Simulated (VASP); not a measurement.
# AlCu (R-3m) in VASP: further runs

Runs on AlCu. Level: r2SCAN. Tasks: single point.

All numbers are computed with VASP 6.6.1; they aren't measurements. Logs are shortened: lines on timing, memory, paths and dates and some standing lists are left out, and cuts for length are marked.

### Step 1. The cell of the first run

Symmetry: R-3m, No. 166, trigonal system. The conventional cell has a = 5.341 Å, b = 5.341 Å, c = 3.271 Å, α = 90.00°, β = 90.00°, γ = 120.00°. Al (site symmetry -3m) has 2 Cu at 1.64 Å within 2.2 Å. Within 2.2 Å of Cu (site symmetry -3m) lie 2 Al at 1.64 Å.

### Step 2. Single point, r2SCAN

POSCAR reads:

```
AlCu
1.0
    3.1471872386     -0.6294374477     -0.6294374477
   -0.6294374477      3.1471872386     -0.6294374477
   -0.6294374477     -0.6294374477      3.1471872386
Al Cu
1 1
Direct
    0.0000000000      0.0000000000      0.0000000000
    0.5000000000      0.5000000000      0.5000000000
```

INCAR.step1 reads:

```
PREC = Accurate
ENCUT = 520
ISMEAR = 0
SIGMA = 0.15
LREAL = False
LASPH = True
NELM = 80
NBANDS = 14
GGA = PE
ALGO = Normal
EDIFF = 1E-4
LWAVE = True
LCHARG = False
```

INCAR.step2 reads:

```
PREC = Accurate
ENCUT = 520
EDIFF = 1E-6
ISMEAR = 0
SIGMA = 0.15
LREAL = False
LASPH = True
NELM = 80
ALGO = Normal
ISIF = 2
LWAVE = False
LCHARG = False
METAGGA = R2SCAN
LMIXTAU = True
NBANDS = 14
ISTART = 1
```

KPOINTS reads:

```
Automatic mesh
0
Gamma
  18 18 18
```

Potentials or basis: VASP PAW PBE potentials, release 64 (Al, Cu).

Started as:

```
$ cat potpaw_PBE.64/Al/POTCAR potpaw_PBE.64/Cu/POTCAR > POTCAR
$ cp INCAR.step1 INCAR
$ mpirun -np 1 vasp_std > vasp.out
$ cp INCAR.step2 INCAR
$ mpirun -np 1 vasp_std > vasp.out
```

OUTCAR:

```text
PREC = Accurate
   ENCUT = 520
   EDIFF = 1E-6
   ISMEAR = 0
   LREAL = False
   LASPH = True
   NELM = 80
   ISIF = 2
   METAGGA = R2SCAN
   ISTART = 1

 ion  position               nearest neighbor table
   1  0.000  0.000  0.000-   2 1.64   2 1.64
   2  0.500  0.500  0.500-   1 1.64   1 1.64

  LATTYP: Found a body centered cubic cell.
 ALAT       =     3.7766246863

  Lattice vectors:

 A1 = (   3.1471872386,  -0.6294374477,  -0.6294374477)
 A2 = (  -0.6294374477,   3.1471872386,  -0.6294374477)
 A3 = (  -0.6294374477,  -0.6294374477,   3.1471872386)

Analysis of symmetry for initial positions (statically):
=====================================================================
 Subroutine PRICEL returns:
 Original cell was already a primitive cell.

 Routine SETGRP: Setting up the symmetry group for a
 body centered cubic supercell.

 Subroutine GETGRP returns: Found 12 space group operations
 (whereof 12 operations were pure point group operations)
 out of a pool of 48 trial point group operations.

The static configuration has the point symmetry D_3d.

Analysis of symmetry for dynamics (positions and initial velocities):
=====================================================================
 Subroutine PRICEL returns:
 Original cell was already a primitive cell.

 Routine SETGRP: Setting up the symmetry group for a
 body centered cubic supercell.

 Subroutine GETGRP returns: Found 12 space group operations
 (whereof 12 operations were pure point group operations)
 out of a pool of 48 trial point group operations.

The dynamic configuration has the point symmetry D_3d.

 Subroutine INISYM returns: Found 12 space group operations
 (whereof 12 operations are pure point group operations),
 and found     1 'primitive' translations

----------------------------------------------------------------------------------------

                                     Primitive cell

  volume of cell :      26.9328

  direct lattice vectors                    reciprocal lattice vectors
     3.147187239 -0.629437448 -0.629437448     0.353048938  0.088262234  0.088262234
    -0.629437448  3.147187239 -0.629437448     0.088262234  0.353048938  0.088262234
    -0.629437448 -0.629437448  3.147187239     0.088262234  0.088262234  0.353048938

  length of vectors
     3.270652919  3.270652919  3.270652919     0.374464947  0.374464947  0.374464947

  position of ions in fractional coordinates (direct lattice)
     0.000000000  0.000000000  0.000000000
     0.500000000  0.500000000  0.500000000

  ion indices of the primitive-cell ions
   primitive index   ion index
                 1           1
                 2           2

----------------------------------------------------------------------------------------

 KPOINTS: Automatic mesh

Automatic generation of k-mesh.
 Grid dimensions read from file:
 generate k-points for:   18   18   18

 Generating k-lattice:

  Cartesian coordinates                     Fractional coordinates (reciprocal lattice)
     0.019613830  0.004903457  0.004903457     0.055555556  0.000000000  0.000000000
     0.004903457  0.019613830  0.004903457     0.000000000  0.055555556  0.000000000
     0.004903457  0.004903457  0.019613830     0.000000000  0.000000000  0.055555556

  Length of vectors
     0.020803608  0.020803608  0.020803608

  Shift w.r.t. Gamma in fractional coordinates (k-lattice)
     0.000000000  0.000000000  0.000000000

 Subroutine IBZKPT returns following result:
 ===========================================

 Found    580 irreducible k-points:

 Following reciprocal coordinates:
            Coordinates               Weight
  0.000000  0.000000  0.000000      1.000000
  0.055556  0.000000  0.000000      6.000000
  0.055556  0.000000 -0.055556      6.000000
  0.111111  0.000000  0.000000      6.000000
  0.111111  0.000000 -0.111111      6.000000
  0.166667  0.000000  0.000000      6.000000
[... 16 lines left out ...]
  0.111111  0.055556  0.000000     12.000000
  0.166667 -0.000000 -0.111111     12.000000
 [... further k-points ...]
   k-points           NKPTS =    580   k-points in BZ     NKDIM =    580   number of bands    NBANDS=     14
   number of dos      NEDOS =    301   number of ions     NIONS =      2
   total plane-waves  NPLWV =  13824
   dimension x,y,z NGX =    24 NGY =   24 NGZ =   24
   dimension x,y,z NGXF=    48 NGYF=   48 NGZF=   48
   ions per type =               1   1
   NGX,Y,Z   is equivalent  to a cutoff of  12.20, 12.20, 12.20 a.u.
   NGXF,Y,Z  is equivalent  to a cutoff of  24.40, 24.40, 24.40 a.u.
 SYSTEM =  unknown system
   PREC   = accura    normal or accurate (medium, high low for compatibility)
   ISTART =      1    job   : 0-new  1-cont  2-samecut
   ICHARG =      0    charge: 1-file 2-atom 10-const
   ISPIN  =      1    spin polarized calculation?
   LNONCOLLINEAR =      F non collinear calculations
   LSORBIT =      F    spin-orbit coupling
   LASPH  =      T    aspherical Exc in radial PAW
   ENCUT  =  520.0 eV  38.22 Ry    6.18 a.u.   6.08  6.08  6.08*2*pi/ulx,y,z
   NELM   =     80;   NELMIN=  2; NELMDL=  0     # of ELM steps
   EDIFF  = 0.1E-05   stopping-criterion for ELM
   LREAL  =      F    real-space projection
   EDIFFG = 0.1E-04   stopping-criterion for IOM
   NSW    =      0    number of steps for IOM
   IBRION =     -1    ionic relax: 0-MD 1-quasi-New 2-CG
   NFREE  =      0    steps in history (QN), initial steepest desc. (CG)
   ISIF   =      2    stress and relaxation
   ISYM   =      2    0-nonsym 1-usesym 2-fastsym
   POTIM  = 0.5000    time-step for ionic-motion
   TEBEG  =    0.0;   TEEND  =   0.0 temperature during run
   PSTRESS=    0.0 pullay stress
   NELECT =      14.0000    total number of electrons
   NUPDOWN=      -1.0000    fix difference up-down
   EMIN   =  10.00;   EMAX   =-10.00  energy-range for DOS
   EFERMI =   0.00;   METHOD = LEGACY
   ISMEAR =     0;   SIGMA  =   0.15  broadening in eV -4-tet -1-fermi 0-gaus
   EFERMI_NEDOS =   21; number of points for ismear=-14 and -15
   IALGO  =     38    algorithm
   IMIX   =      4    mixing-type and parameters
     AMIX     =   0.40;   BMIX     =  1.00
     AMIX_MAG =   1.60;   BMIX_MAG =  1.00
  volume/ion in A,a.u.               =      13.47        90.88
  Fermi-wavevector in a.u.,A,eV,Ry     =   1.316306  2.487459 23.574307  1.732663
  Thomas-Fermi vector in A             =   2.446428
   LORBIT       =      0    0 simple, 1 ext, 2 COOP (PROOUT), +10 PAW based schemes
   METAGGA = R2SCAN    functional components
   LHFCALC =     F    Hartree Fock is set to
   AEXX    =    0.0000 exact exchange contribution
   IVDW    =     0    specifies the selected vdW correction
   LEPSILON=     F    determine dielectric tensor
   LRPA    =     F    only Hartree local field effects (RPA)
 non-spin polarized calculation
 Gauss-broadening in eV      SIGMA  =   0.15
  energy-cutoff  :      520.00
  volume of cell :       26.93
 maximum number of plane-waves:       739
   NGX = 13   NGY = 13   NGZ = 13

 number of electron      13.9999993 magnetization

 Free energy of the ion-electron system (eV)
  ---------------------------------------------------
  ext. energy  EPLUGINS =         0.00000000
  ---------------------------------------------------
  free energy    TOTEN  =        -7.46222840 eV

  energy without entropy =       -7.45503995  energy(sigma->0) =       -7.45863418

 E-fermi :   8.4731     XC(G=0): -12.0556

 val. band max:        8.4719574434   @ k =   0.3333   0.3333  -0.4444
 cond. band min:       8.4766014734   @ k =   0.2222   0.1667  -0.0000
 fundamental gap:      0.0046440300
 Fermi energy:         8.4730636966

 k-point     1 :       0.0000    0.0000    0.0000
  band No.  band energies     occupation
      1      -2.9929      2.00000
      2       0.9209      2.00000
      3       1.4547      2.00000
      4       1.4547      2.00000
      5       3.2968      2.00000
      6       3.2968      2.00000
      7      14.4783      0.00000
      8      15.6423      0.00000
      9      15.6423      0.00000
     10      19.1568      0.00000
     11      19.1568      0.00000
     12      20.4562      0.00000
     13      20.4562      0.00000
     14      21.3736      0.00000

 k-point     2 :       0.0556    0.0000    0.0000
  band No.  band energies     occupation
      1      -2.9217      2.00000
      2       0.9338      2.00000
      3       1.4490      2.00000
      4       1.4573      2.00000
      5       3.2945      2.00000
      6       3.3046      2.00000
      7      14.2093      0.00000
      8      15.5248      0.00000
      9      15.6256      0.00000
     10      18.4674      0.00000
     11      18.5667      0.00000
     12      20.0458      0.00000
     13      20.4307      0.00000
     14      21.8020      0.00000

 k-point     3 :       0.0556    0.0000   -0.0556
  band No.  band energies     occupation
      1      -2.9311      2.00000
      2       0.9237      2.00000
      3       1.4564      2.00000
      4       1.4620      2.00000
      5       3.2851      2.00000
      6       3.3067      2.00000
      7      14.3571      0.00000
      8      15.1896      0.00000
      9      15.4193      0.00000
     10      18.9489      0.00000
     11      19.5160      0.00000
     12      19.6621      0.00000
     13      20.1232      0.00000
     14      21.1861      0.00000
[... 324 lines left out ...]
 k-point    23 :       0.1111    0.0556    0.0000
  band No.  band energies     occupation
      1      -2.4788      2.00000
      2       1.0191      2.00000
      3       1.4084      2.00000
      4       1.4615      2.00000
      5       3.3092      2.00000
      6       3.3339      2.00000
      7      12.6544      0.00000
      8      15.2966      0.00000
      9      15.7875      0.00000
     10      16.2207      0.00000
     11      16.6114      0.00000
     12      19.8830      0.00000
     13      20.7485      0.00000
     14      22.8776      0.00000

 k-point    24 :       0.1667   -0.0000   -0.1111
  band No.  band energies     occupation
      1      -2.5577      2.00000
      2       0.9504      2.00000
      3       1.4603      2.00000
      4       1.5029      2.00000
      5       3.2289      2.00000
      6       3.3632      2.00000
      7      13.2930      0.00000
      8      13.4662      0.00000
      9      14.6417      0.00000
     10      17.8830      0.00000
     11      18.3211      0.00000
     12      20.0317      0.00000
     13      20.9704      0.00000
     14      21.5848      0.00000

 [... further k-points ...]

------------------------ aborting loop because EDIFF is reached ----------------------------------------

  FORCE on cell =-STRESS in cart. coord.  units (eV):
  Direction    XX          YY          ZZ          XY          YZ          ZX
  --------------------------------------------------------------------------------------
  -------------------------------------------------------------------------------------
  Total       19.0693545     19.0693545     19.0693545     20.5457058     20.5457058     20.5457058
  in kB     1134.3970500   1134.3970500   1134.3970500   1222.2221794   1222.2221794   1222.2221794
  external PRESSURE =    1134.3970500 kB  Pullay stress =       0.0000000 kB

 VOLUME and BASIS-vectors are now :
 -----------------------------------------------------------------------------
  energy-cutoff  :      520.00
  volume of cell :       26.93
      direct lattice vectors                 reciprocal lattice vectors
     3.147187239 -0.629437448 -0.629437448     0.353048938  0.088262234  0.088262234
    -0.629437448  3.147187239 -0.629437448     0.088262234  0.353048938  0.088262234
    -0.629437448 -0.629437448  3.147187239     0.088262234  0.088262234  0.353048938

 POSITION                                       TOTAL-FORCE (eV/Angst)
 -----------------------------------------------------------------------------------
      0.00000      0.00000      0.00000        -0.000000      0.000000      0.000000
      0.94416      0.94416      0.94416         0.000000     -0.000000     -0.000000
 -----------------------------------------------------------------------------------
    total drift:                                0.000000      0.000000     -0.000000

  FREE ENERGIE OF THE ION-ELECTRON SYSTEM (eV)
  ---------------------------------------------------
  free  energy   TOTEN  =        -7.4622284005 eV

  energy  without entropy=       -7.4550399531  energy(sigma->0) =       -7.45863418
```

Wall time 9.1 min (1 thread of Intel Xeon 8259CL, shared host); peak memory 0.33 GiB.

What came out:

```
Free energy            : -7.4622 eV
Pressure               : 113.4 GPa
Band gap on the k mesh : zero (bands 7 and 8 overlap by 8.84 eV)
```

Stress tensor (GPa, compression positive):
```
113.44 122.22 122.22
122.22 113.44 122.22
122.22 122.22 113.44
```

Caveat: atoms lie so close that the PAW spheres overlap strongly, which falsifies energies and pressures; the cell stands under pressure; the PAW data sets were made with another functional, which shifts forces and pressure a little.

### Step 3. Single point, r2SCAN

This run uses another cell than the first one, of the same volume but with other edges.

POSCAR reads:

```
AlCu
1.0
    3.0352123617     -0.3248013228     -0.3248013228
   -0.3248013228      3.0352123617     -0.3248013228
   -0.3248013228     -0.3248013228      3.0352123617
Al Cu
1 1
Direct
    0.0000000000      0.0000000000      0.0000000000
    0.5000000000      0.5000000000      0.5000000000
```

INCAR.step1: that of step 2 with these lines changed.

```diff
@@ -6,3 +6,3 @@
 LASPH = True
-NELM = 80
+NELM = 100
 NBANDS = 14
```

INCAR.step2: that of step 2 with these lines changed.

```diff
@@ -7,3 +7,3 @@
 LASPH = True
-NELM = 80
+NELM = 100
 ALGO = Normal
```

KPOINTS reads:

```
regular mesh
0
Gamma
  18 18 18
```

Potentials or basis: VASP PAW PBE potentials, release 64 (Al, Cu).

Started as:

```
$ cat potpaw_PBE.64/Al/POTCAR potpaw_PBE.64/Cu/POTCAR > POTCAR
$ cp INCAR.step1 INCAR
$ mpirun -np 1 vasp_std > vasp.out
$ cp INCAR.step2 INCAR
$ mpirun -np 1 vasp_std > vasp.out
```

It took 7 min on 1 thread of Intel Xeon 8259CL, shared host; peak memory 0.33 GiB.

Results (log left out):

```yaml
Free_energy: -16.2150 eV
Pressure: 22.7 GPa
Band_gap_on_the_k_mesh: zero (bands 7 and 8 overlap by 5.08 eV)
```

Stress tensor (GPa, compression positive):
```
22.66 37.08 37.08
37.08 22.66 37.08
37.08 37.08 22.66
```

Levels at points of the mesh, in eV from the Fermi level:
| k point | band 3 | band 4 | band 5 | band 6 | band 7 | band 8 | band 9 | band 10 | band 11 | band 12 |
| --- | --- | --- | --- | --- | --- | --- | --- | --- | --- | --- |
| (0.00, 0.00, 0.00) | -4.82 | -4.57 | -3.65 | -3.65 | 3.73 | 6.78 | 6.78 | 8.18 | 8.18 | 12.24 |
| (0.50, 0.00, 0.00) | -4.92 | -4.60 | -3.88 | -3.72 | -2.95 | 6.22 | 6.80 | 7.67 | 8.58 | 14.01 |
| (0.50, 0.50, 0.00) | -4.52 | -4.37 | -4.16 | -3.36 | -1.41 | -1.20 | 2.91 | 8.10 | 11.26 | 12.52 |
| (0.50, 0.50, 0.50) | -5.47 | -3.45 | -3.45 | -0.11 | 0.42 | 0.42 | 1.70 | 2.09 | 2.09 | 9.13 |

Caveat: the cell stands under pressure; the PAW data sets were made with another functional, which shifts forces and pressure a little.

### Step 4. Single point, r2SCAN

This run uses another cell than the first one, of the same volume but with other edges.

POSCAR reads:

```
AlCu
1.0
    3.0384627451      0.3653283653      0.3653283653
    0.3653283653      3.0384627451      0.3653283653
    0.3653283653      0.3653283653      3.0384627451
Al Cu
1 1
Direct
    0.0000000000      0.0000000000      0.0000000000
    0.5000000000      0.5000000000      0.5000000000
```

INCAR.step1 reads:

```
ALGO = Normal ; EDIFF = 1E-4
ENCUT = 520 ; GGA = PE
ISMEAR = 0 ; LASPH = True
LCHARG = False ; LREAL = False
LWAVE = True ; NBANDS = 14
NELM = 100 ; PREC = Accurate
SIGMA = 0.15
```

INCAR.step2 reads:

```
ALGO = Normal ; EDIFF = 1E-7
ENCUT = 520 ; ISIF = 2
ISMEAR = 0 ; ISTART = 1
LASPH = True ; LCHARG = False
LMIXTAU = True ; LREAL = False
LWAVE = False ; METAGGA = R2SCAN
NBANDS = 14 ; NELM = 100
PREC = Accurate ; SIGMA = 0.15
```

KPOINTS reads:

```
k-points
0
Gamma
  18 18 18
```

Potentials or basis: VASP PAW PBE potentials, release 64 (Al, Cu).

Started as:

```
$ cat potpaw_PBE.64/Al/POTCAR potpaw_PBE.64/Cu/POTCAR > POTCAR
$ cp INCAR.step1 INCAR
$ mpirun -np 1 vasp_std > vasp.out
$ cp INCAR.step2 INCAR
$ mpirun -np 1 vasp_std > vasp.out
```

OUTCAR:

```text
EDIFF = 1E-7
   ENCUT = 520
   ISIF = 2
   ISMEAR = 0
   ISTART = 1
   LASPH = True
   LREAL = False
   METAGGA = R2SCAN
   NELM = 100
   PREC = Accurate

 ion  position               nearest neighbor table
   1  0.000  0.000  0.000-   2 2.44   2 2.44   2 2.44   2 2.44   2 2.44   2 2.44
   2  0.500  0.500  0.500-   1 2.44   1 2.44   1 2.44   1 2.44   1 2.44   1 2.44

  LATTYP: Found a trigonal (rhomboedric) cell.
 ALAT       =     3.0820748664
 COS(alpha) =     0.2477620923

[... 596 lines left out ...]

------------------------ aborting loop because EDIFF is reached ----------------------------------------

  FORCE on cell =-STRESS in cart. coord.  units (eV):
  Direction    XX          YY          ZZ          XY          YZ          ZX
  --------------------------------------------------------------------------------------
  -------------------------------------------------------------------------------------
  Total        1.3546452      1.3546452      1.3546452     -1.3059819     -1.3059819     -1.3059819
  in kB       80.5850843     80.5850843     80.5850843    -77.6902032    -77.6902032    -77.6902032
  external PRESSURE =      80.5850843 kB  Pullay stress =       0.0000000 kB

 VOLUME and BASIS-vectors are now :
 -----------------------------------------------------------------------------
  energy-cutoff  :      520.00
  volume of cell :       26.93
      direct lattice vectors                 reciprocal lattice vectors
     3.038462745  0.365328365  0.365328365     0.337833104 -0.036259574 -0.036259574
     0.365328365  3.038462745  0.365328365    -0.036259574  0.337833104 -0.036259574
     0.365328365  0.365328365  3.038462745    -0.036259574 -0.036259574  0.337833104

 POSITION                                       TOTAL-FORCE (eV/Angst)
 -----------------------------------------------------------------------------------
      0.00000      0.00000      0.00000        -0.000000      0.000000      0.000000
      1.88456      1.88456      1.88456         0.000000     -0.000000      0.000000
 -----------------------------------------------------------------------------------
    total drift:                                0.000000      0.000000     -0.000000

  FREE ENERGIE OF THE ION-ELECTRON SYSTEM (eV)
  ---------------------------------------------------
  free  energy   TOTEN  =       -17.2986056676 eV

  energy  without entropy=      -17.2906504009  energy(sigma->0) =      -17.29462803
```

Wall time 7.4 min (1 thread of Intel Xeon 8259CL, shared host); peak memory 0.34 GiB.

What came out:

```
Free energy            : -17.2986 eV
Pressure               : 8.1 GPa
Band gap on the k mesh : zero (bands 7 and 8 overlap by 6.11 eV)
```

Caveat: the cell stands under pressure; the PAW data sets were made with another functional, which shifts forces and pressure a little.

### Step 5. Summary

| cell | gap on the mesh (eV) | pressure (GPa) |
| --- | --- | --- |
| a = 3.271 Å, angles 109.5°, 2 atoms | none | 113.4 |
| a = 3.070 Å, angles 101.4°, 2 atoms | none | 22.7 |
| a = 3.082 Å, angles 75.7°, 2 atoms | none | 8.1 |

Alike in all rows: task single point; level r2SCAN; potentials or basis VASP PAW PBE potentials, release 64 (Al, Cu); no spin polarisation; k mesh 18 × 18 × 18; cutoff (eV) 520; smearing gaussian 0.15 eV.

Caveats: the cell stands under pressure; the PAW data sets were made with another functional, which shifts forces and pressure a little; atoms lie so close that the PAW spheres overlap strongly, which falsifies energies and pressures (at least some runs).

Total energies depend on the potentials used, so only differences within one code and one set of settings carry meaning.
